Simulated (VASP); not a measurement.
# MgO2 (R-3m) in VASP: single point with r2SCAN

Aim: the single point of MgO2 with r2SCAN.

All numbers are computed with VASP 6.6.1; they aren't measurements. Logs are shortened: lines on timing, memory, paths and dates and some standing lists are left out, and cuts for length are marked.

## (1) The cell of the first run

Symmetry: R-3m, No. 166, trigonal system. Conventional cell: a = 3.206 Å, b = 3.206 Å, c = 10.461 Å, α = 90.00°, β = 90.00°, γ = 120.00°. Within 2.8 Å of Mg (site symmetry -3m) lie 6 O at 2.10 Å. O (site symmetry 3m) has 1 O at 1.49 Å within 2.0 Å.

## (2) Single point, r2SCAN

Input file POSCAR:

```
MgO2
1.0
    1.6028500343      0.9254058988      3.4870273903
   -1.6028500343      0.9254058988      3.4870273903
    0.0000000000     -1.8508117976      3.4870273903
Mg O
1 2
Direct
    0.0000000000      0.0000000000      0.0000000000
    0.4288490066      0.4288490066      0.4288490066
    0.5711509934      0.5711509934      0.5711509934
```

Input file INCAR.step1:

```
SYSTEM = MgO2
  ALGO = Normal
  EDIFF = 1E-4
  ENCUT = 520
  GGA = PE
  ISMEAR = 0
  LASPH = .TRUE.
  LCHARG = .FALSE.
  LREAL = .FALSE.
  LWAVE = .TRUE.
  NBANDS = 14
  NELM = 100
  PREC = Accurate
  SIGMA = 0.02
```

Input file INCAR.step2:

```
SYSTEM = MgO2
  ALGO = Normal
  EDIFF = 1E-7
  ENCUT = 520
  ISIF = 2
  ISMEAR = 0
  ISTART = 1
  LASPH = .TRUE.
  LCHARG = .FALSE.
  LMIXTAU = .TRUE.
  LREAL = .FALSE.
  LWAVE = .FALSE.
  METAGGA = R2SCAN
  NBANDS = 14
  NELM = 100
  PREC = Accurate
  SIGMA = 0.02
```

Input file KPOINTS:

```
k-points
0
G
  12 12 12
  0 0 0
```

Potentials or basis: VASP PAW PBE potentials, release 64 (Mg, O).

Run with:

```
$ cat potpaw_PBE.64/Mg/POTCAR potpaw_PBE.64/O/POTCAR > POTCAR
$ cp INCAR.step1 INCAR
$ mpirun -np 1 vasp_std > vasp.out
$ cp INCAR.step2 INCAR
$ mpirun -np 1 vasp_std > vasp.out
```

OUTCAR:

```text
SYSTEM = MgO2
   EDIFF = 1E-7
   ENCUT = 520
   ISIF = 2
   ISMEAR = 0
   ISTART = 1
   LASPH = .TRUE.
   LREAL = .FALSE.
   METAGGA = R2SCAN
   NELM = 100
   PREC = Accurate

 ion  position               nearest neighbor table
   1  0.000  0.000  0.000-   3 2.10   3 2.10   2 2.10   2 2.10   3 2.10   2 2.10
   2  0.429  0.429  0.429-   3 1.49   1 2.10   1 2.10   1 2.10
   3  0.571  0.571  0.571-   2 1.49   1 2.10   1 2.10   1 2.10

  LATTYP: Found a trigonal (rhomboedric) cell.
 ALAT       =     3.9477670056
 COS(alpha) =     0.6703047036

  Lattice vectors:

 A1 = (   1.6028500343,   0.9254058988,   3.4870273903)
 A2 = (  -1.6028500343,   0.9254058988,   3.4870273903)
 A3 = (   0.0000000000,  -1.8508117976,   3.4870273903)

Analysis of symmetry for initial positions (statically):
=====================================================================
 Subroutine PRICEL returns:
 Original cell was already a primitive cell.

 Routine SETGRP: Setting up the symmetry group for a
 trigonal (rhombohedral) supercell.

 Subroutine GETGRP returns: Found 12 space group operations
 (whereof 12 operations were pure point group operations)
 out of a pool of 12 trial point group operations.

The static configuration has the point symmetry D_3d.

Analysis of symmetry for dynamics (positions and initial velocities):
=====================================================================
 Subroutine PRICEL returns:
 Original cell was already a primitive cell.

 Routine SETGRP: Setting up the symmetry group for a
 trigonal (rhombohedral) supercell.

 Subroutine GETGRP returns: Found 12 space group operations
 (whereof 12 operations were pure point group operations)
 out of a pool of 12 trial point group operations.

The dynamic configuration has the point symmetry D_3d.

 Subroutine INISYM returns: Found 12 space group operations
 (whereof 12 operations are pure point group operations),
 and found     1 'primitive' translations

----------------------------------------------------------------------------------------

                                     Primitive cell

  volume of cell :      31.0336

  direct lattice vectors                    reciprocal lattice vectors
     1.602850034  0.925405899  3.487027390     0.311944342  0.180101150  0.095592405
    -1.602850034  0.925405899  3.487027390    -0.311944342  0.180101150  0.095592405
     0.000000000 -1.850811798  3.487027390     0.000000000 -0.360202300  0.095592405

  length of vectors
     3.947767006  3.947767006  3.947767006     0.372670907  0.372670907  0.372670907

  position of ions in fractional coordinates (direct lattice)
     0.000000000  0.000000000  0.000000000
     0.428849007  0.428849007  0.428849007
     0.571150993  0.571150993  0.571150993

  ion indices of the primitive-cell ions
   primitive index   ion index
                 1           1
                 2           2
                 3           3

----------------------------------------------------------------------------------------

 KPOINTS: k-points

Automatic generation of k-mesh.
 Grid dimensions read from file:
 generate k-points for:   12   12   12

 Generating k-lattice:

  Cartesian coordinates                     Fractional coordinates (reciprocal lattice)
     0.025995362  0.015008429  0.007966034     0.083333333  0.000000000 -0.000000000
    -0.025995362  0.015008429  0.007966034     0.000000000  0.083333333 -0.000000000
     0.000000000 -0.030016858  0.007966034    -0.000000000 -0.000000000  0.083333333

  Length of vectors
     0.031055909  0.031055909  0.031055909

  Shift w.r.t. Gamma in fractional coordinates (k-lattice)
     0.000000000  0.000000000  0.000000000

 Subroutine IBZKPT returns following result:
 ===========================================

 Found    189 irreducible k-points:

 Following reciprocal coordinates:
            Coordinates               Weight
  0.000000  0.000000  0.000000      1.000000
  0.083333  0.000000  0.000000      6.000000
  0.166667  0.000000  0.000000      6.000000
  0.250000  0.000000  0.000000      6.000000
  0.333333  0.000000  0.000000      6.000000
  0.416667 -0.000000  0.000000      6.000000
[... 16 lines left out ...]
  0.500000  0.166667  0.000000     12.000000
 -0.416667  0.166667 -0.000000     12.000000
 [... further k-points ...]
   k-points           NKPTS =    189   k-points in BZ     NKDIM =    189   number of bands    NBANDS=     14
   number of dos      NEDOS =    301   number of ions     NIONS =      3
   total plane-waves  NPLWV =  27000
   dimension x,y,z NGX =    30 NGY =   30 NGZ =   30
   dimension x,y,z NGXF=    60 NGYF=   60 NGZF=   60
   ions per type =               1   2
   NGX,Y,Z   is equivalent  to a cutoff of  12.63, 12.63, 12.63 a.u.
   NGXF,Y,Z  is equivalent  to a cutoff of  25.27, 25.27, 25.27 a.u.
 SYSTEM =  MgO2
   PREC   = accura    normal or accurate (medium, high low for compatibility)
   ISTART =      1    job   : 0-new  1-cont  2-samecut
   ICHARG =      0    charge: 1-file 2-atom 10-const
   ISPIN  =      1    spin polarized calculation?
   LNONCOLLINEAR =      F non collinear calculations
   LSORBIT =      F    spin-orbit coupling
   LASPH  =      T    aspherical Exc in radial PAW
   ENCUT  =  520.0 eV  38.22 Ry    6.18 a.u.   7.34  7.34  7.34*2*pi/ulx,y,z
   NELM   =    100;   NELMIN=  2; NELMDL=  0     # of ELM steps
   EDIFF  = 0.1E-06   stopping-criterion for ELM
   LREAL  =      F    real-space projection
   EDIFFG = 0.1E-05   stopping-criterion for IOM
   NSW    =      0    number of steps for IOM
   IBRION =     -1    ionic relax: 0-MD 1-quasi-New 2-CG
   NFREE  =      0    steps in history (QN), initial steepest desc. (CG)
   ISIF   =      2    stress and relaxation
   ISYM   =      2    0-nonsym 1-usesym 2-fastsym
   POTIM  = 0.5000    time-step for ionic-motion
   TEBEG  =    0.0;   TEEND  =   0.0 temperature during run
   PSTRESS=    0.0 pullay stress
   NELECT =      14.0000    total number of electrons
   NUPDOWN=      -1.0000    fix difference up-down
   EMIN   =  10.00;   EMAX   =-10.00  energy-range for DOS
   EFERMI =   0.00;   METHOD = LEGACY
   ISMEAR =     0;   SIGMA  =   0.02  broadening in eV -4-tet -1-fermi 0-gaus
   EFERMI_NEDOS =   21; number of points for ismear=-14 and -15
   IALGO  =     38    algorithm
   IMIX   =      4    mixing-type and parameters
     AMIX     =   0.40;   BMIX     =  1.00
     AMIX_MAG =   1.60;   BMIX_MAG =  1.00
  volume/ion in A,a.u.               =      10.34        69.81
  Fermi-wavevector in a.u.,A,eV,Ry     =   1.255568  2.372680 21.448920  1.576451
  Thomas-Fermi vector in A             =   2.389318
   LORBIT       =      0    0 simple, 1 ext, 2 COOP (PROOUT), +10 PAW based schemes
   METAGGA = R2SCAN    functional components
   LHFCALC =     F    Hartree Fock is set to
   AEXX    =    0.0000 exact exchange contribution
   IVDW    =     0    specifies the selected vdW correction
   LEPSILON=     F    determine dielectric tensor
   LRPA    =     F    only Hartree local field effects (RPA)
 non-spin polarized calculation
 Gauss-broadening in eV      SIGMA  =   0.02
  energy-cutoff  :      520.00
  volume of cell :       31.03
 maximum number of plane-waves:       850
 NGX is ok and might be reduce to    30
   NGX = 15   NGY = 15   NGZ = 15

 number of electron      14.0000001 magnetization

 Free energy of the ion-electron system (eV)
  ---------------------------------------------------
  ext. energy  EPLUGINS =         0.00000000
  ---------------------------------------------------
  free energy    TOTEN  =       -21.55447138 eV

  energy without entropy =      -21.55447138  energy(sigma->0) =      -21.55447138

 E-fermi :   2.4191     XC(G=0): -10.7701

 val. band max:        2.2745185938   @ k =   0.5000   0.5000   0.5000
 cond. band min:       5.2416361879   @ k =   0.5000   0.5000   0.5000
 fundamental gap:      2.9671175941
 Fermi energy:         2.4191420635

 k-point     1 :       0.0000    0.0000    0.0000
  band No.  band energies     occupation
      1     -20.0577      2.00000
      2     -13.1526      2.00000
      3      -5.3101      2.00000
      4      -1.1789      2.00000
      5      -1.1789      2.00000
      6       1.4467      2.00000
      7       1.4467      2.00000
      8       7.5691      0.00000
      9       7.9075      0.00000
     10      15.4407      0.00000
     11      17.5021      0.00000
     12      18.0880      0.00000
     13      18.0880      0.00000
     14      20.0418      0.00000

 k-point     2 :       0.0833    0.0000    0.0000
  band No.  band energies     occupation
      1     -20.0270      2.00000
      2     -13.1720      2.00000
      3      -5.2608      2.00000
      4      -1.3724      2.00000
      5      -1.2027      2.00000
      6       1.4002      2.00000
      7       1.4156      2.00000
      8       7.6850      0.00000
      9       8.0585      0.00000
     10      15.4776      0.00000
     11      17.3134      0.00000
     12      17.6103      0.00000
     13      18.2869      0.00000
     14      19.7117      0.00000

 k-point     3 :       0.1667    0.0000    0.0000
  band No.  band energies     occupation
      1     -19.9410      2.00000
      2     -13.2249      2.00000
      3      -5.1249      2.00000
      4      -1.8689      2.00000
      5      -1.2667      2.00000
      6       1.2931      2.00000
      7       1.3314      2.00000
      8       7.7122      0.00000
      9       8.7142      0.00000
     10      15.5607      0.00000
     11      16.0804      0.00000
     12      17.8689      0.00000
     13      18.8681      0.00000
     14      18.9816      0.00000

 k-point     4 :       0.2500    0.0000    0.0000
  band No.  band energies     occupation
      1     -19.8199      2.00000
      2     -13.2978      2.00000
      3      -4.9314      2.00000
      4      -2.4978      2.00000
      5      -1.3518      2.00000
      6       1.1929      2.00000
      7       1.2183      2.00000
      8       7.6088      0.00000
      9       9.6729      0.00000
     10      14.9423      0.00000
     11      15.7549      0.00000
     12      17.9243      0.00000
     13      18.4739      0.00000
     14      19.7690      0.00000

 k-point     5 :       0.3333    0.0000    0.0000
  band No.  band energies     occupation
      1     -19.6944      2.00000
      2     -13.3718      2.00000
      3      -4.7096      2.00000
      4      -3.1115      2.00000
      5      -1.4344      2.00000
      6       1.1073      2.00000
      7       1.1455      2.00000
      8       7.4334      0.00000
      9      10.6561      0.00000
     10      14.1528      0.00000
     11      15.8516      0.00000
[... 276 lines left out ...]
 k-point    22 :       0.4167    0.1667    0.0000
  band No.  band energies     occupation
      1     -19.6037      2.00000
      2     -13.5584      2.00000
      3      -4.2916      2.00000
      4      -3.2094      2.00000
      5      -1.7645      2.00000
      6       0.7496      2.00000
      7       1.5142      2.00000
      8       7.0883      0.00000
      9      11.4891      0.00000
     10      13.6376      0.00000
     11      15.3615      0.00000
     12      17.8094      0.00000
     13      18.8128      0.00000
     14      20.4707      0.00000

 k-point    23 :       0.5000    0.1667    0.0000
  band No.  band energies     occupation
      1     -19.5366      2.00000
      2     -13.5507      2.00000
      3      -4.1701      2.00000
      4      -3.5683      2.00000
      5      -1.8580      2.00000
      6       0.7549      2.00000
      7       1.3289      2.00000
      8       7.0696      0.00000
      9      12.3392      0.00000
     10      13.2598      0.00000
     11      15.6733      0.00000
     12      17.8267      0.00000
     13      18.3060      0.00000
     14      20.6652      0.00000

 k-point    24 :      -0.4167    0.1667   -0.0000
  band No.  band energies     occupation
      1     -19.5265      2.00000
      2     -13.4982      2.00000
      3      -4.3533      2.00000
      4      -3.4843      2.00000
      5      -1.9108      2.00000
      6       0.8168      2.00000
      7       1.1184      2.00000
      8       7.1631      0.00000
      9      12.4075      0.00000
     10      13.4528      0.00000
     11      15.9676      0.00000
     12      17.7692      0.00000
     13      18.0598      0.00000
     14      20.6726      0.00000

 [... further k-points ...]

------------------------ aborting loop because EDIFF is reached ----------------------------------------

  FORCE on cell =-STRESS in cart. coord.  units (eV):
  Direction    XX          YY          ZZ          XY          YZ          ZX
  --------------------------------------------------------------------------------------
  -------------------------------------------------------------------------------------
  Total       -1.0923534     -1.0923534     -0.8135378      0.0000000     -0.0000000      0.0000000
  in kB      -56.3951807    -56.3951807    -42.0007041      0.0000000     -0.0000000      0.0000000
  external PRESSURE =     -51.5970218 kB  Pullay stress =       0.0000000 kB

 VOLUME and BASIS-vectors are now :
 -----------------------------------------------------------------------------
  energy-cutoff  :      520.00
  volume of cell :       31.03
      direct lattice vectors                 reciprocal lattice vectors
     1.602850034  0.925405899  3.487027390     0.311944342  0.180101150  0.095592405
    -1.602850034  0.925405899  3.487027390    -0.311944342  0.180101150  0.095592405
     0.000000000 -1.850811798  3.487027390     0.000000000 -0.360202300  0.095592405

 POSITION                                       TOTAL-FORCE (eV/Angst)
 -----------------------------------------------------------------------------------
      0.00000      0.00000      0.00000         0.000000      0.000000      0.000000
      0.00000      0.00000      4.48622         0.000000      0.000000     -0.125814
      0.00000      0.00000      5.97486         0.000000     -0.000000      0.125814
 -----------------------------------------------------------------------------------
    total drift:                                0.000000     -0.000000      0.000000

  FREE ENERGIE OF THE ION-ELECTRON SYSTEM (eV)
  ---------------------------------------------------
  free  energy   TOTEN  =       -21.5544713758 eV

  energy  without entropy=      -21.5544713758  energy(sigma->0) =      -21.55447138
```

It took 7.4 min on 1 thread of Intel Xeon Platinum 8259CL at 2.50GHz (Skylake/Cascade Lake), shared host; peak memory 0.22 GiB.

What came out:

* Free energy: -21.5545 eV
* Pressure: -5.2 GPa
* Largest force: 0.126 eV/Å
* Band gap on the k mesh: 2.97 eV

Forces in eV/Å, atoms in the order of the input:
```
Mg   0.000  0.000  0.000
O    0.000  0.000 -0.126
O    0.000  0.000  0.126
```

Levels at points of the mesh, in eV from the valence-band top:
```csv
k point,band 3,band 4,band 5,band 6,band 7,band 8,band 9,band 10,band 11,band 12
"(0.00, 0.00, 0.00)",-7.58,-3.45,-3.45,-0.83,-0.83,5.29,5.63,13.17,15.23,15.81
"(0.50, 0.00, 0.00)",-6.59,-6.14,-3.79,-1.28,-1.12,4.92,9.42,11.20,13.61,15.25
"(0.50, 0.50, 0.00)",-5.95,-5.48,-4.47,-2.12,-0.14,4.23,8.62,11.91,13.54,13.93
"(0.50, 0.50, 0.50)",-4.85,-3.99,-3.99,0.00,0.00,2.97,5.69,10.47,15.20,15.20
```

Caveat: the cell stands under tension; the PAW data sets were made with another functional, which shifts forces and pressure a little. A k mesh can miss the band edges.
